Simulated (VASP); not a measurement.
# Al3B2Sb (P4/mmm) in VASP: single point with PBE

Aim: the single point of Al3B2Sb with PBE.

Program: VASP 6.6.1. These are calculated values, not measurements. Logs are shortened: lines on timing, memory, paths and dates and some standing lists are left out, and cuts for length are marked.

## Step 1: The cell of the first run

The structure is tetragonal, space group P4/mmm (No. 123). Conventional cell: a = 5.062 Å, b = 5.062 Å, c = 4.329 Å, α = 90.00°, β = 90.00°, γ = 90.00°. Al (site symmetry 4/mmm) has 2 B at 2.16 Å and 4 Al at 2.53 Å within 2.9 Å. Within 3.4 Å of Al (site symmetry mmm) lie 2 Al at 2.53 Å and 6 B at 2.53 to 3.33 Å and 4 Sb at 3.33 Å. B (site symmetry 4/mmm) has 2 Al at 2.16 Å within 2.9 Å. Within 2.9 Å of B (site symmetry 4/mmm) lie 2 Sb at 2.16 Å and 4 Al at 2.53 Å. Sb (site symmetry 4/mmm) has 2 B at 2.16 Å within 2.9 Å.

The cell was built from a structure type or drawn by symmetry, and may not be a known phase.

## Step 2: Single point, PBE

Input file INCAR:

```
SYSTEM = Al3B2Sb
PREC = Accurate ; ENCUT = 500
EDIFF = 1E-6 ; ISMEAR = 0
SIGMA = 0.2 ; LREAL = .FALSE.
LASPH = .TRUE. ; NELM = 120
ALGO = Normal ; ISIF = 2
LWAVE = .FALSE. ; LCHARG = .FALSE.
GGA = PE ; NBANDS = 19
GGA_COMPAT = .FALSE.
```

Input file KPOINTS:

```
Automatic mesh
0
G
  4 4 3
  0 0 0
```

Input file POSCAR:

```
Al3B2Sb
1.0
    5.0622917450      0.0000000000      0.0000000000
    0.0000000000      5.0622917450      0.0000000000
    0.0000000000      0.0000000000      4.3286795489
Al B Sb
3 2 1
Direct
    0.0000000000      0.0000000000      0.0000000000
    0.0000000000      0.5000000000      0.0000000000
    0.5000000000      0.0000000000      0.0000000000
    0.0000000000      0.0000000000      0.5000000000
    0.5000000000      0.5000000000      0.0000000000
    0.5000000000      0.5000000000      0.5000000000
```

Potentials or basis: VASP PAW PBE potentials, release 64 (Al, B, Sb).

Launch:

```sh
> cat potpaw_PBE.64/Al/POTCAR potpaw_PBE.64/B/POTCAR potpaw_PBE.64/Sb/POTCAR > POTCAR
> mpirun -np 1 vasp_std > vasp.out
```

OUTCAR:

```text
SYSTEM = Al3B2Sb
   PREC = Accurate
   ENCUT = 500
   EDIFF = 1E-6
   ISMEAR = 0
   LREAL = .FALSE.
   LASPH = .TRUE.
   NELM = 120
   ISIF = 2
   GGA = PE

 ion  position               nearest neighbor table
   1  0.000  0.000  0.000-   4 2.16   4 2.16   2 2.53   3 2.53   2 2.53   3 2.53
   2  0.000  0.500  0.000-   1 2.53   5 2.53   1 2.53   5 2.53   6 3.33   6 3.33   6 3.33   6 3.33

   3  0.500  0.000  0.000-   1 2.53   5 2.53   5 2.53   1 2.53   6 3.33   6 3.33   6 3.33   6 3.33

   4  0.000  0.000  0.500-   1 2.16   1 2.16
   5  0.500  0.500  0.000-   6 2.16   6 2.16   2 2.53   3 2.53   3 2.53   2 2.53
   6  0.500  0.500  0.500-   5 2.16   5 2.16   2 3.33   2 3.33   3 3.33   3 3.33   3 3.33   3 3.33
                             2 3.33   2 3.33

  LATTYP: Found a simple tetragonal cell.
 ALAT       =     5.0622917450
 C/A-ratio  =     0.8550829875

  Lattice vectors:

 A1 = (   5.0622917450,   0.0000000000,   0.0000000000)
 A2 = (   0.0000000000,   5.0622917450,   0.0000000000)
 A3 = (   0.0000000000,   0.0000000000,   4.3286795489)

Analysis of symmetry for initial positions (statically):
=====================================================================
 Subroutine PRICEL returns:
 Original cell was already a primitive cell.

 Routine SETGRP: Setting up the symmetry group for a
 simple tetragonal supercell.

 Subroutine GETGRP returns: Found 16 space group operations
 (whereof 16 operations were pure point group operations)
 out of a pool of 16 trial point group operations.

The static configuration has the point symmetry D_4h.

Analysis of symmetry for dynamics (positions and initial velocities):
=====================================================================
 Subroutine PRICEL returns:
 Original cell was already a primitive cell.

 Routine SETGRP: Setting up the symmetry group for a
 simple tetragonal supercell.

 Subroutine GETGRP returns: Found 16 space group operations
 (whereof 16 operations were pure point group operations)
 out of a pool of 16 trial point group operations.

The dynamic configuration has the point symmetry D_4h.

 Subroutine INISYM returns: Found 16 space group operations
 (whereof 16 operations are pure point group operations),
 and found     1 'primitive' translations

----------------------------------------------------------------------------------------

                                     Primitive cell

[... 87 lines left out ...]
   EDIFFG = 0.1E-04   stopping-criterion for IOM
   NSW    =      0    number of steps for IOM
   IBRION =     -1    ionic relax: 0-MD 1-quasi-New 2-CG
   NFREE  =      0    steps in history (QN), initial steepest desc. (CG)
   ISIF   =      2    stress and relaxation
   ISYM   =      2    0-nonsym 1-usesym 2-fastsym
   POTIM  = 0.5000    time-step for ionic-motion
   TEBEG  =    0.0;   TEEND  =   0.0 temperature during run
   PSTRESS=    0.0 pullay stress
   NELECT =      20.0000    total number of electrons
   NUPDOWN=      -1.0000    fix difference up-down
   EMIN   =  10.00;   EMAX   =-10.00  energy-range for DOS
   EFERMI =   0.00;   METHOD = LEGACY
   ISMEAR =     0;   SIGMA  =   0.20  broadening in eV -4-tet -1-fermi 0-gaus
   EFERMI_NEDOS =   21; number of points for ismear=-14 and -15
   IALGO  =     38    algorithm
   IMIX   =      4    mixing-type and parameters
     AMIX     =   0.40;   BMIX     =  1.00
     AMIX_MAG =   1.60;   BMIX_MAG =  1.00
  volume/ion in A,a.u.               =      18.49       124.77
  Fermi-wavevector in a.u.,A,eV,Ry     =   0.924843  1.747701 11.637545  0.855335
  Thomas-Fermi vector in A             =   2.050633
   LORBIT       =      0    0 simple, 1 ext, 2 COOP (PROOUT), +10 PAW based schemes
   GGA     = PE    functional components
   LHFCALC =     F    Hartree Fock is set to
   AEXX    =    0.0000 exact exchange contribution
   IVDW    =     0    specifies the selected vdW correction
   LEPSILON=     F    determine dielectric tensor
   LRPA    =     F    only Hartree local field effects (RPA)
 non-spin polarized calculation
 Gauss-broadening in eV      SIGMA  =   0.20
  energy-cutoff  :      500.00
  volume of cell :      110.93
 maximum number of plane-waves:      2840
 NGX is ok and might be reduce to    40
   NGX = 19   NGY = 19   NGZ = 15

 number of electron      19.9999998 magnetization

 Free energy of the ion-electron system (eV)
  ---------------------------------------------------
  ext. energy  EPLUGINS =         0.00000000
  ---------------------------------------------------
  free energy    TOTEN  =       -22.55916751 eV

  energy without entropy =      -22.49509897  energy(sigma->0) =      -22.52713324

 E-fermi :   5.4610     XC(G=0):  -9.6388

 val. band max:        5.4596464406   @ k =   0.5000   0.0000   0.3333
 cond. band min:       5.5236387716   @ k =   0.2500   0.2500   0.3333
 fundamental gap:      0.0639923310
 Fermi energy:         5.4609941078

 k-point     1 :       0.0000    0.0000    0.0000
  band No.  band energies     occupation
      1      -6.2881      2.00000
      2      -2.1196      2.00000
      3       0.5390      2.00000
      4       0.8548      2.00000
      5       0.8548      2.00000
      6       1.8144      2.00000
[... 241 lines left out ...]
      6       0.6268      2.00000
[... 11 lines left out ...]
     18      11.1575      0.00000
     19      11.1575      0.00000

------------------------ aborting loop because EDIFF is reached ----------------------------------------

  FORCE on cell =-STRESS in cart. coord.  units (eV):
  Direction    XX          YY          ZZ          XY          YZ          ZX
  --------------------------------------------------------------------------------------
  -------------------------------------------------------------------------------------
  Total        0.2401472      0.2401472      0.3155762      0.0000000      0.0000000      0.0000000
  in kB        3.4684729      3.4684729      4.5579024      0.0000000      0.0000000      0.0000000
  external PRESSURE =       3.8316161 kB  Pullay stress =       0.0000000 kB

 VOLUME and BASIS-vectors are now :
 -----------------------------------------------------------------------------
  energy-cutoff  :      500.00
  volume of cell :      110.93
      direct lattice vectors                 reciprocal lattice vectors
     5.062291745  0.000000000  0.000000000     0.197538990  0.000000000  0.000000000
     0.000000000  5.062291745  0.000000000     0.000000000  0.197538990  0.000000000
     0.000000000  0.000000000  4.328679549     0.000000000  0.000000000  0.231017332

 POSITION                                       TOTAL-FORCE (eV/Angst)
 -----------------------------------------------------------------------------------
      0.00000      0.00000      0.00000         0.000000      0.000000      0.000000
      0.00000      2.53115      0.00000         0.000000      0.000000      0.000000
      2.53115      0.00000      0.00000         0.000000      0.000000      0.000000
      0.00000      0.00000      2.16434         0.000000      0.000000      0.000000
      2.53115      2.53115      0.00000         0.000000      0.000000      0.000000
      2.53115      2.53115      2.16434         0.000000      0.000000      0.000000
 -----------------------------------------------------------------------------------
    total drift:                                0.000000     -0.000000      0.000000

  FREE ENERGIE OF THE ION-ELECTRON SYSTEM (eV)
  ---------------------------------------------------
  free  energy   TOTEN  =       -22.5591675058 eV

  energy  without entropy=      -22.4950989651  energy(sigma->0) =      -22.52713324
```

It took 28 s on 1 thread of Intel Xeon Platinum 8488C (Sapphire Rapids), shared host; peak memory 0.22 GiB.

Results:

| Item | Value |
| --- | --- |
| Free energy | -22.5592 eV |
| Pressure | 0.4 GPa |
| Band gap on the k mesh | zero (bands 10 and 11 overlap by 1.66 eV) |

Caveat: the k points lie up to 0.48 Å⁻¹ apart, too coarse for converged energies and pressures of a metal; spin-orbit coupling is left out, which moves the levels of the heavy elements.
